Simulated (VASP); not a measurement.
# InSb2 (Fm-3m) in VASP: further runs

The runs below take InSb2 through single point, relaxation of cell and atoms, with PBE.

All numbers are computed with VASP 6.6.1; they aren't measurements. Logs are shortened: lines on timing, memory, paths and dates and some standing lists are left out, and cuts for length are marked.

### 1 The cell of the first run

Symmetry: Fm-3m, No. 225, cubic system. Conventional cell: a = 6.904 Å, b = 6.904 Å, c = 6.904 Å, α = 90.00°, β = 90.00°, γ = 90.00°. In (site symmetry m-3m) has 8 Sb at 2.99 Å within 3.9 Å. Within 3.9 Å of Sb (site symmetry -43m) lie 4 In at 2.99 Å and 6 Sb at 3.45 Å.

### 2 Single point, PBE

INCAR

```
PREC = Accurate ; ENCUT = 520
EDIFF = 1E-7 ; ISMEAR = 0
SIGMA = 0.1 ; LREAL = False
LASPH = True ; NELM = 80
ALGO = Normal ; ISIF = 2
LWAVE = False ; LCHARG = False
GGA = PE ; NBANDS = 18
```

KPOINTS

```
Automatic mesh
0
Gamma
  4 4 4
```

POSCAR

```
InSb2
1.0
    0.0000000000      3.4520483400      3.4520483400
    3.4520483400      0.0000000000      3.4520483400
    3.4520483400      3.4520483400      0.0000000000
In Sb
1 2
Direct
    0.0000000000      0.0000000000      0.0000000000
    0.2500000000      0.2500000000      0.2500000000
    0.7500000000      0.7500000000      0.7500000000
```

Potentials or basis: VASP PAW PBE potentials, release 64 (In_d, Sb).

On the command line:

```bash
$ cat potpaw_PBE.64/In_d/POTCAR potpaw_PBE.64/Sb/POTCAR > POTCAR
$ mpirun -np 1 vasp_std > vasp.out
```

OUTCAR:

```text
PREC = Accurate
   ENCUT = 520
   EDIFF = 1E-7
   ISMEAR = 0
   LREAL = False
   LASPH = True
   NELM = 80
   ISIF = 2
   GGA = PE

 ion  position               nearest neighbor table
   1  0.000  0.000  0.000-   3 2.99   3 2.99   3 2.99   2 2.99   3 2.99   2 2.99   2 2.99   2 2.99

   2  0.250  0.250  0.250-   1 2.99   1 2.99   1 2.99   1 2.99   3 3.45   3 3.45   3 3.45   3 3.45
                             3 3.45   3 3.45
   3  0.750  0.750  0.750-   1 2.99   1 2.99   1 2.99   1 2.99   2 3.45   2 3.45   2 3.45   2 3.45
                             2 3.45   2 3.45

  LATTYP: Found a face centered cubic cell.
 ALAT       =     6.9040966800

  Lattice vectors:

 A1 = (   0.0000000000,   3.4520483400,   3.4520483400)
 A2 = (   3.4520483400,   0.0000000000,   3.4520483400)
 A3 = (   3.4520483400,   3.4520483400,   0.0000000000)

Analysis of symmetry for initial positions (statically):
=====================================================================
 Subroutine PRICEL returns:
 Original cell was already a primitive cell.

 Routine SETGRP: Setting up the symmetry group for a
 face centered cubic supercell.

 Subroutine GETGRP returns: Found 48 space group operations
 (whereof 48 operations were pure point group operations)
 out of a pool of 48 trial point group operations.

The static configuration has the point symmetry O_h .

Analysis of symmetry for dynamics (positions and initial velocities):
=====================================================================
 Subroutine PRICEL returns:
 Original cell was already a primitive cell.

 Routine SETGRP: Setting up the symmetry group for a
 face centered cubic supercell.

 Subroutine GETGRP returns: Found 48 space group operations
 (whereof 48 operations were pure point group operations)
 out of a pool of 48 trial point group operations.

The dynamic configuration has the point symmetry O_h .

 Subroutine INISYM returns: Found 48 space group operations
 (whereof 48 operations are pure point group operations),
 and found     1 'primitive' translations

----------------------------------------------------------------------------------------

                                     Primitive cell

  volume of cell :      82.2736

  direct lattice vectors                    reciprocal lattice vectors
     0.000000000  3.452048340  3.452048340    -0.144841541  0.144841541  0.144841541
     3.452048340  0.000000000  3.452048340     0.144841541 -0.144841541  0.144841541
     3.452048340  3.452048340  0.000000000     0.144841541  0.144841541 -0.144841541

  length of vectors
     4.881933580  4.881933580  4.881933580     0.250872907  0.250872907  0.250872907

  position of ions in fractional coordinates (direct lattice)
     0.000000000  0.000000000  0.000000000
     0.250000000  0.250000000  0.250000000
     0.750000000  0.750000000  0.750000000

  ion indices of the primitive-cell ions
   primitive index   ion index
                 1           1
                 2           2
                 3           3

----------------------------------------------------------------------------------------

 KPOINTS: Automatic mesh

Automatic generation of k-mesh.
 Grid dimensions read from file:
 generate k-points for:    4    4    4

 Generating k-lattice:

  Cartesian coordinates                     Fractional coordinates (reciprocal lattice)
    -0.036210385  0.036210385  0.036210385     0.250000000  0.000000000  0.000000000
     0.036210385 -0.036210385  0.036210385     0.000000000  0.250000000  0.000000000
     0.036210385  0.036210385 -0.036210385     0.000000000  0.000000000  0.250000000

  Length of vectors
     0.062718227  0.062718227  0.062718227

  Shift w.r.t. Gamma in fractional coordinates (k-lattice)
     0.000000000  0.000000000  0.000000000

 Subroutine IBZKPT returns following result:
 ===========================================

 Found      8 irreducible k-points:

 Following reciprocal coordinates:
            Coordinates               Weight
  0.000000  0.000000  0.000000      1.000000
  0.250000  0.000000  0.000000      8.000000
  0.500000  0.000000  0.000000      4.000000
  0.250000  0.250000  0.000000      6.000000
  0.500000  0.250000  0.000000     24.000000
 -0.250000  0.250000  0.000000     12.000000
  0.500000  0.500000  0.000000      3.000000
 -0.250000  0.500000  0.250000      6.000000
   k-points           NKPTS =      8   k-points in BZ     NKDIM =      8   number of bands    NBANDS=     18
   number of dos      NEDOS =    301   number of ions     NIONS =      3
   total plane-waves  NPLWV =  46656
   dimension x,y,z NGX =    36 NGY =   36 NGZ =   36
   dimension x,y,z NGXF=    72 NGYF=   72 NGZF=   72
   ions per type =               1   2
   NGX,Y,Z   is equivalent  to a cutoff of  12.26, 12.26, 12.26 a.u.
   NGXF,Y,Z  is equivalent  to a cutoff of  24.52, 24.52, 24.52 a.u.
 SYSTEM =  unknown system
   PREC   = accura    normal or accurate (medium, high low for compatibility)
   ISTART =      0    job   : 0-new  1-cont  2-samecut
   ICHARG =      2    charge: 1-file 2-atom 10-const
   ISPIN  =      1    spin polarized calculation?
   LNONCOLLINEAR =      F non collinear calculations
   LSORBIT =      F    spin-orbit coupling
   LASPH  =      T    aspherical Exc in radial PAW
   ENCUT  =  520.0 eV  38.22 Ry    6.18 a.u.   9.08  9.08  9.08*2*pi/ulx,y,z
   NELM   =     80;   NELMIN=  2; NELMDL= -5     # of ELM steps
   EDIFF  = 0.1E-06   stopping-criterion for ELM
   LREAL  =      F    real-space projection
   EDIFFG = 0.1E-05   stopping-criterion for IOM
   NSW    =      0    number of steps for IOM
   IBRION =     -1    ionic relax: 0-MD 1-quasi-New 2-CG
   NFREE  =      0    steps in history (QN), initial steepest desc. (CG)
   ISIF   =      2    stress and relaxation
   ISYM   =      2    0-nonsym 1-usesym 2-fastsym
   POTIM  = 0.5000    time-step for ionic-motion
   TEBEG  =    0.0;   TEEND  =   0.0 temperature during run
   PSTRESS=    0.0 pullay stress
   NELECT =      23.0000    total number of electrons
   NUPDOWN=      -1.0000    fix difference up-down
   EMIN   =  10.00;   EMAX   =-10.00  energy-range for DOS
   EFERMI =   0.00;   METHOD = LEGACY
   ISMEAR =     0;   SIGMA  =   0.10  broadening in eV -4-tet -1-fermi 0-gaus
   EFERMI_NEDOS =   21; number of points for ismear=-14 and -15
   IALGO  =     38    algorithm
   IMIX   =      4    mixing-type and parameters
     AMIX     =   0.40;   BMIX     =  1.00
     AMIX_MAG =   1.60;   BMIX_MAG =  1.00
  volume/ion in A,a.u.               =      27.42       185.07
  Fermi-wavevector in a.u.,A,eV,Ry     =   1.070444  2.022846 15.590237  1.145850
  Thomas-Fermi vector in A             =   2.206154
   LORBIT       =      0    0 simple, 1 ext, 2 COOP (PROOUT), +10 PAW based schemes
   GGA     = PE    functional components
   LHFCALC =     F    Hartree Fock is set to
   AEXX    =    0.0000 exact exchange contribution
   IVDW    =     0    specifies the selected vdW correction
   LEPSILON=     F    determine dielectric tensor
   LRPA    =     F    only Hartree local field effects (RPA)
 non-spin polarized calculation
 Gauss-broadening in eV      SIGMA  =   0.10
  energy-cutoff  :      520.00
  volume of cell :       82.27
 maximum number of plane-waves:      2252
   NGX = 19   NGY = 19   NGZ = 19

 number of electron      23.0000002 magnetization

 Free energy of the ion-electron system (eV)
  ---------------------------------------------------
  ext. energy  EPLUGINS =         0.00000000
  ---------------------------------------------------
  free energy    TOTEN  =        -9.78643549 eV

  energy without entropy =       -9.76620454  energy(sigma->0) =       -9.77632002

 E-fermi :   7.8396     XC(G=0):  -9.9011

 val. band max:        7.8018954658   @ k =   0.2500   0.2500   0.0000
 cond. band min:       8.0623326347   @ k =   0.2500   0.2500   0.0000
 fundamental gap:      0.2604371689
 Fermi energy:         7.8396076536

 k-point     1 :       0.0000    0.0000    0.0000
  band No.  band energies     occupation
      1      -6.9631      2.00000
      2      -6.9631      2.00000
      3      -6.9631      2.00000
      4      -6.8654      2.00000
      5      -6.8654      2.00000
      6      -4.4716      2.00000
[... 10 lines left out ...]
     17      10.1725      0.00000
     18      12.8890      0.00000

 k-point     2 :       0.2500    0.0000    0.0000
  band No.  band energies     occupation
      1      -6.9851      2.00000
      2      -6.9532      2.00000
      3      -6.9532      2.00000
      4      -6.8660      2.00000
      5      -6.8660      2.00000
      6      -3.9135      2.00000
[... 10 lines left out ...]
     17      12.1057      0.00000
     18      14.9593      0.00000

 k-point     3 :       0.5000    0.0000    0.0000
  band No.  band energies     occupation
      1      -7.0113      2.00000
      2      -6.9447      2.00000
      3      -6.9447      2.00000
      4      -6.8652      2.00000
      5      -6.8652      2.00000
      6      -2.3866      2.00000
[... 10 lines left out ...]
     17      13.5877      0.00000
     18      14.8405      0.00000

 k-point     4 :       0.2500    0.2500    0.0000
  band No.  band energies     occupation
      1      -6.9986      2.00000
      2      -6.9442      2.00000
      3      -6.9442      2.00000
      4      -6.8723      2.00000
      5      -6.8622      2.00000
      6      -3.7542      2.00000
[... 10 lines left out ...]
     17      12.1615      0.00000
     18      13.4236      0.00000

 k-point     5 :       0.5000    0.2500    0.0000
  band No.  band energies     occupation
      1      -7.0059      2.00000
      2      -6.9523      2.00000
      3      -6.9341      2.00000
      4      -6.8735      2.00000
      5      -6.8627      2.00000
      6      -2.5758      2.00000
[... 10 lines left out ...]
     17      14.0496      0.00000
     18      14.9338      0.00000

 k-point     6 :      -0.2500    0.2500    0.0000
  band No.  band energies     occupation
      1      -6.9845      2.00000
      2      -6.9677      2.00000
      3      -6.9420      2.00000
      4      -6.8678      2.00000
      5      -6.8670      2.00000
      6      -3.0079      2.00000
[... 10 lines left out ...]
     17      13.3917      0.00000
     18      14.2216      0.00000

 k-point     7 :       0.5000    0.5000    0.0000
  band No.  band energies     occupation
      1      -7.0348      2.00000
      2      -6.9245      2.00000
      3      -6.9245      2.00000
      4      -6.8802      2.00000
      5      -6.8589      2.00000
      6      -2.4421      2.00000
[... 10 lines left out ...]
     17      14.0784      0.00000
     18      14.4121      0.00000

 k-point     8 :      -0.2500    0.5000    0.2500
  band No.  band energies     occupation
      1      -6.9835      2.00000
      2      -6.9835      2.00000
      3      -6.9245      2.00000
      4      -6.8747      2.00000
      5      -6.8640      2.00000
      6      -1.6581      2.00000
[... 10 lines left out ...]
     17      13.8606      0.00000
     18      16.0038      0.00000

------------------------ aborting loop because EDIFF is reached ----------------------------------------

  FORCE on cell =-STRESS in cart. coord.  units (eV):
  Direction    XX          YY          ZZ          XY          YZ          ZX
  --------------------------------------------------------------------------------------
  -------------------------------------------------------------------------------------
  Total        4.6758139      4.6758139      4.6758139      0.0000000      0.0000000     -0.0000000
  in kB       91.0557131     91.0557131     91.0557131      0.0000000      0.0000000     -0.0000000
  external PRESSURE =      91.0557131 kB  Pullay stress =       0.0000000 kB

 VOLUME and BASIS-vectors are now :
 -----------------------------------------------------------------------------
  energy-cutoff  :      520.00
  volume of cell :       82.27
      direct lattice vectors                 reciprocal lattice vectors
     0.000000000  3.452048340  3.452048340    -0.144841541  0.144841541  0.144841541
     3.452048340  0.000000000  3.452048340     0.144841541 -0.144841541  0.144841541
     3.452048340  3.452048340  0.000000000     0.144841541  0.144841541 -0.144841541

 POSITION                                       TOTAL-FORCE (eV/Angst)
 -----------------------------------------------------------------------------------
      0.00000      0.00000      0.00000        -0.000000     -0.000000     -0.000000
      1.72602      1.72602      1.72602         0.000000      0.000000      0.000000
      5.17807      5.17807      5.17807        -0.000000      0.000000     -0.000000
 -----------------------------------------------------------------------------------
    total drift:                               -0.000000      0.000000      0.000000

  FREE ENERGIE OF THE ION-ELECTRON SYSTEM (eV)
  ---------------------------------------------------
  free  energy   TOTEN  =        -9.7864354944 eV

  energy  without entropy=       -9.7662045413  energy(sigma->0) =       -9.77632002
```

It took 10 s on 1 thread of Intel Xeon Platinum 8488C (Sapphire Rapids), shared host; peak memory 0.2 GiB.

Results:

| Item | Value |
| --- | --- |
| Free energy | -9.7864 eV |
| Pressure | 9.1 GPa |

Caveat: the k points lie up to 0.39 Å⁻¹ apart; spin-orbit coupling is left out, which moves the levels of the heavy elements.

### 3 Single point, PBE

This run uses another cell than the first one, of 31.63 Å³/atom, 1.153 times its volume.

INCAR

```
SYSTEM = InSb2
PREC     = Accurate       ! precision mode
ENCUT    = 520            ! plane-wave cutoff, eV
EDIFF    = 1E-7           ! SCF threshold, eV
ISMEAR   = 0              ! smearing method
SIGMA    = 0.1            ! smearing width, eV
LREAL    = .False.        ! projectors in reciprocal space
LASPH    = .True.         ! aspherical terms in the spheres
NELM     = 60             ! most SCF steps
ALGO     = Normal         ! electronic algorithm
ISIF     = 2              ! what is computed and relaxed
LWAVE    = .False.        ! write WAVECAR
LCHARG   = .False.        ! write CHGCAR
GGA      = PE             ! functional
NBANDS   = 18             ! bands
```

KPOINTS

```
Automatic mesh
0
Gamma
  4 4 4
  0 0 0
```

POSCAR

```
InSb2
1.0
    0.0000000000      3.6203356966      3.6203356966
    3.6203356966      0.0000000000      3.6203356966
    3.6203356966      3.6203356966      0.0000000000
In Sb
1 2
Direct
    0.0000000000      0.0000000000      0.0000000000
    0.2500000000      0.2500000000      0.2500000000
    0.7500000000      0.7500000000      0.7500000000
```

Potentials or basis: VASP PAW PBE potentials, release 64 (In_d, Sb).

On the command line:

```bash
$ cat potpaw_PBE.64/In_d/POTCAR potpaw_PBE.64/Sb/POTCAR > POTCAR
$ mpirun -np 1 vasp_std > vasp.out
```

Wall time 14 s (1 thread of Intel Xeon Platinum 8488C (Sapphire Rapids), shared host); peak memory 0.23 GiB.

Results (log left out):

* Free energy: -10.1103 eV
* Pressure: 0.1 GPa

Levels at points of the mesh, in eV from the Fermi level:
```tsv
k point	band 9	band 10	band 11	band 12	band 13	band 14
(0.00, 0.00, 0.00)	-1.78	-1.78	-1.33	-0.20	-0.20	-0.20
(0.50, 0.00, 0.00)	-2.13	-2.13	-1.37	-0.98	-0.98	2.86
(0.50, 0.50, 0.00)	-3.75	-3.75	-0.55	2.15	2.15	2.96
```

Caveat: the k points lie up to 0.38 Å⁻¹ apart; spin-orbit coupling is left out, which moves the levels of the heavy elements.

(Continued in part 2 of 3.)
